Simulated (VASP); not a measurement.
# GaAs (F-43m) in VASP: notebook

Runs on GaAs. Level: LDA. Tasks: vibrations by perturbation theory.

Program: VASP 6.6.1. These are calculated values, not measurements. Logs are shortened: lines on timing, memory, paths and dates and some standing lists are left out, and cuts for length are marked.

## 1. The cell of the first run

The structure is cubic, space group F-43m (No. 216). Conventional cell: a = 5.326 Å, b = 5.326 Å, c = 5.326 Å, α = 90.00°, β = 90.00°, γ = 90.00°. Within 3.0 Å of Ga (site symmetry -43m) lie 4 As at 2.31 Å. Within 3.0 Å of As (site symmetry -43m) lie 4 Ga at 2.31 Å.

## 2. Vibrations by perturbation theory, LDA

Input file INCAR:

```
PREC = Accurate
ENCUT = 520
EDIFF = 1E-8
ISMEAR = 0
SIGMA = 0.01
LREAL = False
LASPH = True
NELM = 80
ALGO = Normal
ISIF = 2
LWAVE = False
LCHARG = False
GGA = CA
IBRION = 8
NSW = 1
LEPSILON = True
```

Input file KPOINTS:

```
regular mesh
0
Gamma
  12 12 12
```

Input file POSCAR:

```
GaAs
1.0
    0.0000000000      2.6632454836      2.6632454836
    2.6632454836      0.0000000000      2.6632454836
    2.6632454836      2.6632454836      0.0000000000
Ga As
1 1
Direct
    0.0000000000      0.0000000000      0.0000000000
    0.7500000000      0.7500000000      0.7500000000
```

Potentials or basis: VASP PAW LDA potentials, release 64 (Ga_d, As).

On the command line:

```console
cat potpaw_LDA.64/Ga_d/POTCAR potpaw_LDA.64/As/POTCAR > POTCAR
mpirun -np 1 vasp_std > vasp.out
```

OUTCAR:

```text
PREC = Accurate
   ENCUT = 520
   EDIFF = 1E-8
   ISMEAR = 0
   LREAL = False
   LASPH = True
   NELM = 80
   ISIF = 2
   GGA = CA
   IBRION = 8
   NSW = 1
   LEPSILON = True

 ion  position               nearest neighbor table
   1  0.000  0.000  0.000-   2 2.31   2 2.31   2 2.31   2 2.31
   2  0.750  0.750  0.750-   1 2.31   1 2.31   1 2.31   1 2.31

  LATTYP: Found a face centered cubic cell.
 ALAT       =     5.3264909672

  Lattice vectors:

 A1 = (   0.0000000000,   2.6632454836,   2.6632454836)
 A2 = (   2.6632454836,   0.0000000000,   2.6632454836)
 A3 = (   2.6632454836,   2.6632454836,   0.0000000000)

Analysis of symmetry for initial positions (statically):
=====================================================================
 Subroutine PRICEL returns:
 Original cell was already a primitive cell.

 Routine SETGRP: Setting up the symmetry group for a
 face centered cubic supercell.

 Subroutine GETGRP returns: Found 24 space group operations
 (whereof 24 operations were pure point group operations)
 out of a pool of 48 trial point group operations.

The static configuration has the point symmetry T_d .

Analysis of symmetry for dynamics (positions and initial velocities):
=====================================================================
 Subroutine PRICEL returns:
 Original cell was already a primitive cell.

 Routine SETGRP: Setting up the symmetry group for a
 face centered cubic supercell.

 Subroutine GETGRP returns: Found 24 space group operations
 (whereof 24 operations were pure point group operations)
 out of a pool of 48 trial point group operations.

The dynamic configuration has the point symmetry T_d .

 Subroutine INISYM returns: Found 24 space group operations
 (whereof 24 operations are pure point group operations),
 and found     1 'primitive' translations

----------------------------------------------------------------------------------------

                                     Primitive cell

  volume of cell :      37.7801

  direct lattice vectors                    reciprocal lattice vectors
     0.000000000  2.663245484  2.663245484    -0.187740861  0.187740861  0.187740861
     2.663245484  0.000000000  2.663245484     0.187740861 -0.187740861  0.187740861
     2.663245484  2.663245484  0.000000000     0.187740861  0.187740861 -0.187740861

  length of vectors
     3.766397883  3.766397883  3.766397883     0.325176710  0.325176710  0.325176710

  position of ions in fractional coordinates (direct lattice)
     0.000000000  0.000000000  0.000000000
     0.750000000  0.750000000  0.750000000

  ion indices of the primitive-cell ions
   primitive index   ion index
                 1           1
                 2           2

----------------------------------------------------------------------------------------

 KPOINTS: regular mesh

Automatic generation of k-mesh.
 Grid dimensions read from file:
 generate k-points for:   12   12   12

 Generating k-lattice:

  Cartesian coordinates                     Fractional coordinates (reciprocal lattice)
    -0.015645072  0.015645072  0.015645072     0.083333333  0.000000000  0.000000000
     0.015645072 -0.015645072  0.015645072     0.000000000  0.083333333  0.000000000
[... 532 lines left out ...]
  ---------------------------------------------------
  free energy    TOTEN  =        -1.16504463 eV

  energy without entropy =       -1.16504463

------------------------ aborting loop because EDIFF is reached ----------------------------------------

--------------------------------------- Ionic step        2  -------------------------------------------

------------------------ aborting loop because EDIFF is reached ----------------------------------------

--------------------------------------- Ionic step        3  -------------------------------------------

------------------------ aborting loop because EDIFF is reached ----------------------------------------

 PIEZOELECTRIC TENSOR FIELD DIRECTION 3  (e Angst)
 -----------------------------------------------------------------------------
    -0.00065  1.60936  0.00000           (  0.00000  0.02586  0.00000)
     1.60936 -0.00065  0.00000           (  0.02586  0.00000  0.00000)
     0.00000  0.00000 -0.00097           (  0.00000  0.00000  0.00000)

 PIEZOELECTRIC TENSOR FIELD DIRECTION 3  (C/m^2)
 -----------------------------------------------------------------------------
    -0.00027  0.68250  0.00000
     0.68250 -0.00027  0.00000
     0.00000  0.00000 -0.00041

--------------------------------------- Ionic step        4  -------------------------------------------

------------------------ aborting loop because EDIFF is reached ----------------------------------------

[... ionic steps 5 to 6 ...]

--------------------------------------- Ionic step        7  -------------------------------------------

 Free energy of the ion-electron system (eV)
  ---------------------------------------------------
  ---------------------------------------------------
  free energy    TOTEN  =        -0.04459799 eV

  energy without entropy =       -0.04459799

------------------------ aborting loop because EDIFF is reached ----------------------------------------

 INTERNAL STRAIN TENSOR  FOR ION    2  DIRECTION 1   (eV/Angst):
 -----------------------------------------------------------------------------
    -0.00830  0.00000  0.00000
     0.00000  0.00482 14.55942
     0.00000 14.55942  0.00482

 MACROSCOPIC STATIC DIELECTRIC TENSOR (including local field effects in DFT)
 ------------------------------------------------------
          11.601303     0.000000    -0.000000
          -0.000000    11.601303     0.000000
          -0.000000    -0.000000    11.601303
 ------------------------------------------------------

 PIEZOELECTRIC TENSOR (including local field effects)  for field in x, y, z        (e  Angst)
          XX          YY          ZZ          XY          YZ          ZX
  --------------------------------------------------------------------------------
  x    -0.00000    -0.00000     0.00000     0.00000     1.61490     0.00000
  y    -0.00000     0.00000     0.00000     0.00000     0.00000     1.61490
  z    -0.00000    -0.00000     0.00000     1.61490     0.00000     0.00000

 PIEZOELECTRIC TENSOR (including local field effects)  for field in x, y, z        (C/m^2)
          XX          YY          ZZ          XY          YZ          ZX
  --------------------------------------------------------------------------------
  x    -0.00000    -0.00000     0.00000     0.00000     0.68485     0.00000
  y    -0.00000     0.00000     0.00000     0.00000     0.00000     0.68485
  z    -0.00000    -0.00000     0.00000     0.68485     0.00000     0.00000

 BORN EFFECTIVE CHARGES (including local field effects) (in |e|, cummulative output)
 ---------------------------------------------------------------------------------
 ion    1
    1     1.78526     0.00000     0.00000
    2     0.00000     1.78526    -0.00000
    3     0.00000    -0.00000     1.78526
 ion    2
    1    -1.78526     0.00000    -0.00000
    2     0.00000    -1.78526     0.00000
    3    -0.00000     0.00000    -1.78526

 INTERNAL STRAIN TENSOR FOR ION    2 for displacements in x,y,z  (eV/Angst):
          X           Y           Z          XY          YZ          ZX
  --------------------------------------------------------------------------------
  x    -0.00000     0.00000     0.00000     0.00000    14.55942     0.00000
  y    -0.00000     0.00000    -0.00000     0.00000     0.00000    14.55942
  z     0.00000     0.00000    -0.00000    14.55942     0.00000     0.00000

 SECOND DERIVATIVES (NOT SYMMETRIZED)
 ------------------------------------
               1X          1Y          1Z          2X          2Y          2Z
  1X   -13.944472    0.000000    0.000000   13.944472    0.000000    0.000000
  1Y     0.000000  -13.944472    0.000000    0.000000   13.944472    0.000000
  1Z     0.000000    0.000000  -13.944472    0.000000    0.000000   13.944472
  2X    13.964755    0.000000    0.000000  -13.964755    0.000000    0.000000
  2Y     0.000000   13.964755    0.000000    0.000000  -13.964755    0.000000
  2Z     0.000000    0.000000   13.964755    0.000000    0.000000  -13.964755

 Eigenvectors and eigenvalues of the dynamical matrix
 ----------------------------------------------------

   1 f  =    9.717689 THz    61.058039 2PiTHz  324.147204 cm-1    40.189113 meV
             X         Y         Z           dx          dy          dz
      0.000000  0.000000  0.000000    -0.673408    0.253239   -0.000000
      3.994868  3.994868  3.994868     0.650096   -0.244472   -0.000000
[... 21 lines left out ...]
   6 f/i=    0.003529 THz     0.022173 2PiTHz    0.117714 cm-1     0.014595 meV
             X         Y         Z           dx          dy          dz
      0.000000  0.000000  0.000000    -0.142930    0.679489   -0.016040
      3.994868  3.994868  3.994868    -0.148055    0.703855   -0.016615

--------------------------------------------------------------------------------------------------------

 MACROSCOPIC STATIC DIELECTRIC TENSOR IONIC CONTRIBUTION
 ------------------------------------------------------
           1.093927     0.000000     0.000000
           0.000000     1.093927     0.000000
           0.000000     0.000000     1.093927
 ------------------------------------------------------

 ELASTIC MODULI CONTR FROM IONIC RELAXATION (kBar)
 Direction    XX          YY          ZZ          XY          YZ          ZX
 --------------------------------------------------------------------------------
 XX          -0.0000      0.0000      0.0000     -0.0000      0.0000      0.0000
 YY           0.0000     -0.0000      0.0000     -0.0000     -0.0000     -0.0000
 ZZ           0.0000      0.0000     -0.0000      0.0000     -0.0000      0.0000
 XY          -0.0000     -0.0000      0.0000   -640.2225     -0.0000     -0.0000
 YZ           0.0000     -0.0000     -0.0000     -0.0000   -640.2225     -0.0000
 ZX           0.0000     -0.0000      0.0000     -0.0000     -0.0000   -640.2225
 --------------------------------------------------------------------------------

 PIEZOELECTRIC TENSOR IONIC CONTR  for field in x, y, z        (C/m^2)
          XX          YY          ZZ          XY          YZ          ZX
  --------------------------------------------------------------------------------
  x     0.00000    -0.00000    -0.00000    -0.00000    -0.78747    -0.00000
  y     0.00000    -0.00000     0.00000    -0.00000    -0.00000    -0.78747
  z    -0.00000    -0.00000     0.00000    -0.78747    -0.00000    -0.00000
```

It took 10 min on 1 thread of Intel Xeon Platinum 8488C (Sapphire Rapids), shared host; peak memory 0.43 GiB.

What came out:

- Electronic dielectric tensor (diagonal): 11.60
- Born charges (mean of the diagonal): Ga +1.79; As -1.79 e
- Highest phonon frequency at Γ, LO-TO splitting left out: 324 cm⁻¹

Phonon frequencies in cm⁻¹ (negative: imaginary):
| q point | frequencies |
| --- | --- |
| (0.000, 0.000, 0.000) | 0 0 0 324 324 324 |

Electronic dielectric tensor:
```
11.60  0.00  0.00
 0.00 11.60  0.00
 0.00  0.00 11.60
```

Born effective charge tensors (e):
atom 1, Ga
```
1.79 0.00 0.00
0.00 1.79 0.00
0.00 0.00 1.79
```
atom 2, As
```
-1.79  0.00  0.00
 0.00 -1.79  0.00
 0.00  0.00 -1.79
```

Caveat: the cell wasn't relaxed at this level first, which shifts response properties.

## 3. Vibrations by perturbation theory, LDA

This run uses another cell than the first one, of 16.56 Å³/atom, 0.877 times its volume.

Input file INCAR:

```
PREC = Accurate
ENCUT = 520
EDIFF = 1E-8
ISMEAR = 0
SIGMA = 0.01
LREAL = F
LASPH = T
NELM = 80
ALGO = Normal
ISIF = 2
LWAVE = F
LCHARG = T
GGA = CA
NBANDS = 16
IBRION = 8
NSW = 1
LEPSILON = T
```

KPOINTS is that of step 2.

Input file POSCAR:

```
GaAs
1.0
    0.0000000000      2.5491422855      2.5491422855
    2.5491422855      0.0000000000      2.5491422855
    2.5491422855      2.5491422855      0.0000000000
Ga As
1 1
Direct
    0.0000000000      0.0000000000      0.0000000000
    0.7500000000      0.7500000000      0.7500000000
```

Potentials or basis: VASP PAW LDA potentials, release 64 (Ga_d, As).

On the command line:

```console
cat potpaw_LDA.64/Ga_d/POTCAR potpaw_LDA.64/As/POTCAR > POTCAR
mpirun -np 1 vasp_std > vasp.out
```

OUTCAR:

```text
PREC = Accurate
   ENCUT = 520
   EDIFF = 1E-8
   ISMEAR = 0
   LREAL = F
   LASPH = T
   NELM = 80
   ISIF = 2
   GGA = CA
   IBRION = 8
   NSW = 1
   LEPSILON = T

 ion  position               nearest neighbor table
   1  0.000  0.000  0.000-   2 2.21   2 2.21   2 2.21   2 2.21
   2  0.750  0.750  0.750-   1 2.21   1 2.21   1 2.21   1 2.21

  LATTYP: Found a face centered cubic cell.
 ALAT       =     5.0982845710

  Lattice vectors:

 A1 = (   0.0000000000,   2.5491422855,   2.5491422855)
 A2 = (   2.5491422855,   0.0000000000,   2.5491422855)
 A3 = (   2.5491422855,   2.5491422855,   0.0000000000)

Analysis of symmetry for initial positions (statically):
=====================================================================
 Subroutine PRICEL returns:
 Original cell was already a primitive cell.

[... 754 lines left out ...]
  z     0.00000     0.00000     0.00000    23.05920     0.00000     0.00000

 SECOND DERIVATIVES (NOT SYMMETRIZED)
 ------------------------------------
               1X          1Y          1Z          2X          2Y          2Z
  1X   -18.939780    0.000000    0.000000   18.939780    0.000000    0.000000
  1Y     0.000000  -18.939780    0.000000    0.000000   18.939780    0.000000
  1Z     0.000000    0.000000  -18.939780    0.000000    0.000000   18.939780
  2X    18.961449    0.000000    0.000000  -18.961449    0.000000    0.000000
  2Y     0.000000   18.961449    0.000000    0.000000  -18.961449    0.000000
  2Z     0.000000    0.000000   18.961449    0.000000    0.000000  -18.961449

 Eigenvectors and eigenvalues of the dynamical matrix
 ----------------------------------------------------

   1 f  =   11.324445 THz    71.153587 2PiTHz  377.742828 cm-1    46.834121 meV
             X         Y         Z           dx          dy          dz
      0.000000  0.000000  0.000000     0.000000    0.719504    0.000000
      3.823713  3.823713  3.823713     0.000000   -0.694488    0.000000
[... 21 lines left out ...]
   6 f/i=    0.003235 THz     0.020327 2PiTHz    0.107913 cm-1     0.013379 meV
             X         Y         Z           dx          dy          dz
      0.000000  0.000000  0.000000     0.000000    0.000000   -0.694488
      3.823713  3.823713  3.823713     0.000000    0.000000   -0.719504

--------------------------------------------------------------------------------------------------------

 MACROSCOPIC STATIC DIELECTRIC TENSOR IONIC CONTRIBUTION
 ------------------------------------------------------
           0.709237    -0.000000    -0.000000
          -0.000000     0.709237     0.000000
          -0.000000     0.000000     0.709237
 ------------------------------------------------------

 ELASTIC MODULI CONTR FROM IONIC RELAXATION (kBar)
 Direction    XX          YY          ZZ          XY          YZ          ZX
 --------------------------------------------------------------------------------
 XX          -0.0000      0.0000     -0.0000     -0.0000     -0.0000      0.0000
 YY           0.0000     -0.0000      0.0000     -0.0000     -0.0000     -0.0000
 ZZ          -0.0000      0.0000     -0.0000     -0.0000     -0.0000      0.0000
 XY          -0.0000     -0.0000     -0.0000  -1350.4280      0.0000     -0.0000
 YZ          -0.0000     -0.0000     -0.0000      0.0000  -1350.4280      0.0000
 ZX           0.0000     -0.0000      0.0000     -0.0000      0.0000  -1350.4280
 --------------------------------------------------------------------------------

 PIEZOELECTRIC TENSOR IONIC CONTR  for field in x, y, z        (C/m^2)
          XX          YY          ZZ          XY          YZ          ZX
  --------------------------------------------------------------------------------
  x    -0.00000    -0.00000    -0.00000     0.00000    -0.92088     0.00000
  y     0.00000    -0.00000     0.00000    -0.00000     0.00000    -0.92088
  z    -0.00000    -0.00000    -0.00000    -0.92088     0.00000    -0.00000
```

Wall time 16 min (1 thread of Intel Xeon Platinum 8488C (Sapphire Rapids), shared host); peak memory 0.45 GiB.

Results:

* Electronic dielectric tensor (diagonal): 10.77
* Born charges (mean of the diagonal): Ga +1.57; As -1.57 e
* Highest phonon frequency at Γ, LO-TO splitting left out: 378 cm⁻¹

Phonon frequencies in cm⁻¹ (negative: imaginary):
```tsv
q point	frequencies
(0.000, 0.000, 0.000)	0 0 0 378 378 378
```

Electronic dielectric tensor:
```
10.77  0.00  0.00
 0.00 10.77  0.00
 0.00  0.00 10.77
```

Born effective charge tensors (e):
atom 1, Ga
```
1.57 0.00 0.00
0.00 1.57 0.00
0.00 0.00 1.57
```
atom 2, As
```
-1.57  0.00  0.00
 0.00 -1.57  0.00
 0.00  0.00 -1.57
```

Caveat: the cell wasn't relaxed at this level first, which shifts response properties.

(Continued in part 2 of 2.)
